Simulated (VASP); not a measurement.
# LiSb2 (Fddd) in VASP: a series of runs

LiSb2 is run at these levels: PBE, RPBE; tasks: relaxation of cell and atoms.

Program: VASP 6.6.1. These are calculated values, not measurements. Logs are shortened: lines on timing, memory, paths and dates and some standing lists are left out, and cuts for length are marked.

## 1. The cell of the first run

The structure is orthorhombic, space group Fddd (No. 70). Conventional cell: a = 5.529 Å, b = 9.446 Å, c = 9.743 Å, α = 90.00°, β = 90.00°, γ = 90.00°. Within 3.8 Å of Li (site symmetry 222) lie 10 Sb at 2.85 to 3.24 Å and 4 Li at 3.66 Å. Within 3.8 Å of Sb (site symmetry 2) lie 5 Li at 2.85 to 3.24 Å and 9 Sb at 2.86 to 3.66 Å.

## 2. Relaxation of cell and atoms, PBE

File INCAR:

```
SYSTEM = LiSb2
ALGO = Normal
EDIFF = 1E-6
EDIFFG = -0.01
ENCUT = 600
GGA = PE
IBRION = 2
ISIF = 3
ISMEAR = 0
LASPH = .TRUE.
LCHARG = .FALSE.
LREAL = .FALSE.
LWAVE = .FALSE.
NELM = 100
NSW = 60
PREC = Accurate
SIGMA = 0.1229
```

File KPOINTS:

```
k-points
0
G
  4 4 4
  0 0 0
```

File POSCAR:

```
LiSb2
1.0
    0.0000000000      2.7643230000      4.7229800000
    0.0000000000     -2.7643230000      4.7229800000
    4.8713630000      2.7643230000      0.0000000000
Li Sb
2 4
Direct
    0.0000000000      0.0000000000      0.0000000000
    0.2500000000      0.2500000000      0.5000000000
    0.6670000000      0.3330000000      0.6660000000
    0.3330000000      0.6670000000      0.3340000000
    0.5830000000      0.9170000000      0.8340000000
    0.9170000000      0.5830000000      0.1660000000
```

Potentials or basis: VASP PAW PBE potentials, release 64 (Li_sv, Sb).

Started as:

```
> cat potpaw_PBE.64/Li_sv/POTCAR potpaw_PBE.64/Sb/POTCAR > POTCAR
> mpirun -np 1 vasp_std > vasp.out
```

OUTCAR:

```text
SYSTEM = LiSb2
   EDIFF = 1E-6
   EDIFFG = -0.01
   ENCUT = 600
   GGA = PE
   IBRION = 2
   ISIF = 3
   ISMEAR = 0
   LASPH = .TRUE.
   LREAL = .FALSE.
   NELM = 100
   NSW = 60
   PREC = Accurate

 ion  position               nearest neighbor table
   1  0.000  0.000  0.000-   5 2.85   6 2.85   5 2.85   6 2.85
   2  0.250  0.250  0.500-   3 2.85   4 2.85   4 2.85   3 2.85
   3  0.667  0.333  0.666-   2 2.85   2 2.85   5 2.86   5 2.86   4 3.20   4 3.20   4 3.25   6 3.66
                             6 3.66   6 3.66   6 3.66
   4  0.333  0.667  0.334-   2 2.85   2 2.85   6 2.86   6 2.86   3 3.20   3 3.20   3 3.25   5 3.66
                             5 3.66   5 3.66   5 3.66
   5  0.583  0.917  0.834-   1 2.85   1 2.85   3 2.86   3 2.86   6 3.20   6 3.20   6 3.25   4 3.66
                             4 3.66   4 3.66   4 3.66
   6  0.917  0.583  0.166-   1 2.85   1 2.85   4 2.86   4 2.86   5 3.20   5 3.20   5 3.25   3 3.66
                             3 3.66   3 3.66   3 3.66

  LATTYP: Found a face centered orthorhombic cell.
 ALAT       =     5.5286460000
 B/A-ratio  =     1.7085485307
 C/A-ratio  =     1.7622264113

  Lattice vectors:

 A1 = (  -4.8713630000,   0.0000000000,   4.7229800000)
 A2 = (  -4.8713630000,  -2.7643230000,   0.0000000000)
 A3 = (   0.0000000000,  -2.7643230000,   4.7229800000)

Analysis of symmetry for initial positions (statically):
=====================================================================
 Subroutine PRICEL returns:
 Original cell was already a primitive cell.

 Routine SETGRP: Setting up the symmetry group for a
 face centered orthorhombic supercell.

 Subroutine GETGRP returns: Found  8 space group operations
 (whereof  4 operations were pure point group operations)
 out of a pool of  8 trial point group operations.

The static configuration has the point symmetry D_2 .
 The point group associated with its full space group is D_2h.

Analysis of symmetry for dynamics (positions and initial velocities):
=====================================================================
 Subroutine PRICEL returns:
 Original cell was already a primitive cell.

 Routine SETGRP: Setting up the symmetry group for a
 face centered orthorhombic supercell.

 Subroutine GETGRP returns: Found  8 space group operations
 (whereof  4 operations were pure point group operations)
 out of a pool of  8 trial point group operations.

The dynamic configuration has the point symmetry D_2 .
 The point group associated with its full space group is D_2h.

 Subroutine INISYM returns: Found  8 space group operations
 (whereof  4 operations are pure point group operations),
 and found     1 'primitive' translations

----------------------------------------------------------------------------------------

                                     Primitive cell

  volume of cell :     127.1995

  direct lattice vectors                    reciprocal lattice vectors
     0.000000000  2.764323000  4.722980000    -0.102640678  0.180876113  0.105865365
     0.000000000 -2.764323000  4.722980000     0.102640678 -0.180876113  0.105865365
     4.871363000  2.764323000  0.000000000     0.205281356  0.000000000  0.000000000

  length of vectors
     5.472478573  5.472478573  5.601040897     0.233363991  0.233363991  0.205281356

  position of ions in fractional coordinates (direct lattice)
     0.000000000  0.000000000  0.000000000
     0.250000000  0.250000000  0.500000000
     0.667000000  0.333000000  0.666000000
     0.333000000  0.667000000  0.334000000
     0.583000000  0.917000000  0.834000000
     0.917000000  0.583000000  0.166000000

  ion indices of the primitive-cell ions
   primitive index   ion index
                 1           1
                 2           2
                 3           3
                 4           4
                 5           5
                 6           6

----------------------------------------------------------------------------------------

 KPOINTS: k-points

Automatic generation of k-mesh.
 Grid dimensions read from file:
 generate k-points for:    4    4    4

 Generating k-lattice:

  Cartesian coordinates                     Fractional coordinates (reciprocal lattice)
    -0.025660169  0.045219028  0.026466341     0.250000000 -0.000000000  0.000000000
     0.025660169 -0.045219028  0.026466341    -0.000000000  0.250000000 -0.000000000
     0.051320339  0.000000000  0.000000000     0.000000000  0.000000000  0.250000000

  Length of vectors
     0.058340998  0.058340998  0.051320339

  Shift w.r.t. Gamma in fractional coordinates (k-lattice)
     0.000000000  0.000000000  0.000000000

 Subroutine IBZKPT returns following result:
 ===========================================

 Found     18 irreducible k-points:

 Following reciprocal coordinates:
            Coordinates               Weight
  0.000000  0.000000  0.000000      1.000000
  0.250000 -0.000000  0.000000      8.000000
  0.500000 -0.000000  0.000000      4.000000
  0.250000  0.250000  0.000000      2.000000
  0.500000  0.250000  0.000000      8.000000
 -0.250000  0.250000 -0.000000      4.000000
[... 10 lines left out ...]
  0.250000  0.250000  0.500000      2.000000
  0.500000  0.500000  0.500000      1.000000
   k-points           NKPTS =     18   k-points in BZ     NKDIM =     18   number of bands    NBANDS=     17
   number of dos      NEDOS =    301   number of ions     NIONS =      6
   total plane-waves  NPLWV = 110592
   dimension x,y,z NGX =    48 NGY =   48 NGZ =   48
   dimension x,y,z NGXF=    96 NGYF=   96 NGZF=   96
   ions per type =               2   4
   NGX,Y,Z   is equivalent  to a cutoff of  14.58, 14.58, 14.25 a.u.
   NGXF,Y,Z  is equivalent  to a cutoff of  29.16, 29.16, 28.49 a.u.
 SYSTEM =  LiSb2
   PREC   = accura    normal or accurate (medium, high low for compatibility)
   ISTART =      0    job   : 0-new  1-cont  2-samecut
   ICHARG =      2    charge: 1-file 2-atom 10-const
   ISPIN  =      1    spin polarized calculation?
   LNONCOLLINEAR =      F non collinear calculations
   LSORBIT =      F    spin-orbit coupling
   LASPH  =      T    aspherical Exc in radial PAW
   ENCUT  =  600.0 eV  44.10 Ry    6.64 a.u.  10.93 10.93 11.19*2*pi/ulx,y,z
   NELM   =    100;   NELMIN=  2; NELMDL= -5     # of ELM steps
   EDIFF  = 0.1E-05   stopping-criterion for ELM
   LREAL  =      F    real-space projection
   EDIFFG = -.1E-01   stopping-criterion for IOM
   NSW    =     60    number of steps for IOM
   IBRION =      2    ionic relax: 0-MD 1-quasi-New 2-CG
   NFREE  =      1    steps in history (QN), initial steepest desc. (CG)
   ISIF   =      3    stress and relaxation
   ISYM   =      2    0-nonsym 1-usesym 2-fastsym
   POTIM  = 0.5000    time-step for ionic-motion
   TEBEG  =    0.0;   TEEND  =   0.0 temperature during run
   PSTRESS=    0.0 pullay stress
   NELECT =      26.0000    total number of electrons
   NUPDOWN=      -1.0000    fix difference up-down
   EMIN   =  10.00;   EMAX   =-10.00  energy-range for DOS
   EFERMI =   0.00;   METHOD = LEGACY
   ISMEAR =     0;   SIGMA  =   0.12  broadening in eV -4-tet -1-fermi 0-gaus
   EFERMI_NEDOS =   21; number of points for ismear=-14 and -15
   IALGO  =     38    algorithm
   IMIX   =      4    mixing-type and parameters
     AMIX     =   0.40;   BMIX     =  1.00
     AMIX_MAG =   1.60;   BMIX_MAG =  1.00
  volume/ion in A,a.u.               =      21.20       143.06
  Fermi-wavevector in a.u.,A,eV,Ry     =   0.964356  1.822369 12.653186  0.929983
  Thomas-Fermi vector in A             =   2.093981
   LORBIT       =      0    0 simple, 1 ext, 2 COOP (PROOUT), +10 PAW based schemes
   GGA     = PE    functional components
   LHFCALC =     F    Hartree Fock is set to
   AEXX    =    0.0000 exact exchange contribution
   IVDW    =     0    specifies the selected vdW correction
   LEPSILON=     F    determine dielectric tensor
   LRPA    =     F    only Hartree local field effects (RPA)
 conjugate gradient relaxation of ions
 non-spin polarized calculation
 Gauss-broadening in eV      SIGMA  =   0.12
  energy-cutoff  :      600.00
  volume of cell :      127.20
 maximum number of plane-waves:      4276
 NGX is ok and might be reduce to    48
   NGX = 21   NGY = 21   NGZ = 23

--------------------------------------- Ionic step        1  -------------------------------------------

 number of electron      25.9999995 magnetization

 Free energy of the ion-electron system (eV)
  ---------------------------------------------------
  ext. energy  EPLUGINS =         0.00000000
  ---------------------------------------------------
  free energy    TOTEN  =       -20.34344216 eV

  energy without entropy =      -20.32528539  energy(sigma->0) =      -20.33436377

------------------------ aborting loop because EDIFF is reached ----------------------------------------

  FORCE on cell =-STRESS in cart. coord.  units (eV):
  Direction    XX          YY          ZZ          XY          YZ          ZX
  --------------------------------------------------------------------------------------
  -------------------------------------------------------------------------------------
  Total        5.7307253      7.6330406      8.7795628      0.0000000      0.0000000      0.0000000
  in kB       72.1829774     96.1441297    110.5854752      0.0000000      0.0000000      0.0000000
  external PRESSURE =      92.9708608 kB  Pullay stress =       0.0000000 kB
[... 101 lines left out ...]
  FREE ENERGIE OF THE ION-ELECTRON SYSTEM (eV)
  ---------------------------------------------------
  free  energy   TOTEN  =       -20.9289246461 eV

  energy  without entropy=      -20.8922949560  energy(sigma->0) =      -20.91060980

[... ionic steps 4 to 22 ...]

--------------------------------------- Ionic step       23  -------------------------------------------

 number of electron      26.0000004 magnetization

------------------------ aborting loop because EDIFF is reached ----------------------------------------

  FORCE on cell =-STRESS in cart. coord.  units (eV):
  Direction    XX          YY          ZZ          XY          YZ          ZX
  --------------------------------------------------------------------------------------
  -------------------------------------------------------------------------------------
  Total       -0.0181034     -0.0817441      0.0370539      0.0000000      0.0000000      0.0000000
  in kB       -0.1955108     -0.8828115      0.4001712      0.0000000      0.0000000      0.0000000
  external PRESSURE =      -0.2260504 kB  Pullay stress =       0.0000000 kB
[... 65 lines left out ...]
  energy  without entropy=      -20.9505465258  energy(sigma->0) =      -20.96944804

--------------------------------------- Ionic step       25  -------------------------------------------

 number of electron      26.0000003 magnetization

 Free energy of the ion-electron system (eV)
  ---------------------------------------------------
  ext. energy  EPLUGINS =         0.00000000
  ---------------------------------------------------
  free energy    TOTEN  =       -20.98835324 eV

  energy without entropy =      -20.95013926  energy(sigma->0) =      -20.96924625

 E-fermi :   6.1972     XC(G=0):  -9.3242

 val. band max:        6.1895339937   @ k =  -0.2500   0.2500  -0.0000
 cond. band min:       6.2320305673   @ k =   0.2500  -0.0000   0.0000
 fundamental gap:      0.0424965735
 Fermi energy:         6.1971838563

 k-point     1 :       0.0000    0.0000    0.0000
  band No.  band energies     occupation
      1     -40.6448      2.00000
      2     -40.6441      2.00000
      3      -5.5708      2.00000
      4      -2.2922      2.00000
      5      -2.0698      2.00000
      6      -0.4982      2.00000
[... 9 lines left out ...]
     16       7.9699      0.00000
     17       8.6106      0.00000
[... 371 lines left out ...]
  FREE ENERGIE OF THE ION-ELECTRON SYSTEM (eV)
  ---------------------------------------------------
  free  energy   TOTEN  =       -20.9883532374 eV

  energy  without entropy=      -20.9501392594  energy(sigma->0) =      -20.96924625

 reached required accuracy - stopping structural energy minimisation
```

It took 12 min on 1 thread of AMD EPYC 7R43 (Zen 3), shared host; peak memory 0.32 GiB.

Results:

- Free energy: -20.9884 eV
- Relaxed volume: 24.74 Å³/atom
- Relaxed cell: a = 5.732 Å, b = 5.732 Å, c = 5.935 Å, α = 104.30°, β = 75.70°, γ = 60.76°
- Space group after relaxing (to 0.05 Å): Fddd (No. 70)
- Energy gained by relaxing: 107.5 meV/atom
- Ionic steps: 25
- Pressure after relaxing: 0.0 GPa
- Largest force after relaxing: 0.005 eV/Å
- Band gap on the k mesh: zero (band 13 reaches 7.10 eV, above the bottom of band 14 at 5.01 eV)

Forces on the atoms (eV/Å):
```
Li   0.000  0.000  0.000
Li   0.000  0.000  0.000
Sb  -0.005  0.000  0.000
Sb   0.005  0.000  0.000
Sb   0.005  0.000  0.000
Sb  -0.005  0.000  0.000
```

Step by step:
```
step  energy change (eV)  largest force (eV/Å)  pressure (GPa)  volume (Å³)
   1              0.0000                0.6089            9.30       127.20
   2             -0.5807                0.2274           -0.83       151.20
   3             -0.5855                0.2557           -0.14       148.69
   4             -0.5855                0.2505           -0.27       149.15
   5             -0.5986                0.2235           -0.22       148.76
   6             -0.6262                0.1253            0.00       147.61
   7             -0.6196                0.1069            0.70       145.30
   8             -0.6341                0.0429            0.25       146.69
   9             -0.6342                0.0323            0.28       146.58
  10             -0.6368                0.0103           -0.24       148.30
  11             -0.6369                0.0131           -0.18       148.09
  12             -0.6400                0.0053           -0.13       147.87
  13             -0.6431                0.0078           -0.05       147.50
  14             -0.6434                0.0132            0.00       147.32
  15             -0.6434                0.0118           -0.01       147.36
  16             -0.6438                0.0067            0.07       147.24
  17             -0.6439                0.0027            0.13       147.14
  18             -0.6441                0.0013            0.11       147.30
  19             -0.6445                0.0024            0.03       147.77
  20             -0.6444                0.0102           -0.13       148.71
  21             -0.6446                0.0060           -0.05       148.21
  22             -0.6447                0.0059           -0.04       148.28
  23             -0.6448                0.0054           -0.02       148.35
  24             -0.6449                0.0051            0.01       148.49
  25             -0.6449                0.0051            0.00       148.45
```

Final structure:
```yaml
crystal:
  lattice:
    - [0.00000, 2.89867, 4.94455]
    - [0.00000, -2.89867, 4.94455]
    - [5.17889, 2.89867, 0.00000]
  atoms:
    - { symbol: Li, position: [0.00000, 0.00000, 0.00000] }
    - { symbol: Li, position: [0.25000, 0.25000, 0.50000] }
    - { symbol: Sb, position: [0.68009, 0.31991, 0.63981] }
    - { symbol: Sb, position: [0.31991, 0.68009, 0.36019] }
    - { symbol: Sb, position: [0.56991, 0.93009, 0.86019] }
    - { symbol: Sb, position: [0.93009, 0.56991, 0.13981] }
```

Caveat: the k points lie up to 0.35 Å⁻¹ apart in the final cell; the cutoff is under 1.25 times the usual one of these potentials, so pressure, stress and relaxed cells hold a basis-set (Pulay) error; the volume moved by over 15 % at a fixed basis, so the end points are rough; spin-orbit coupling is left out, which moves the levels of the heavy elements.

(Continued in part 2 of 2.)
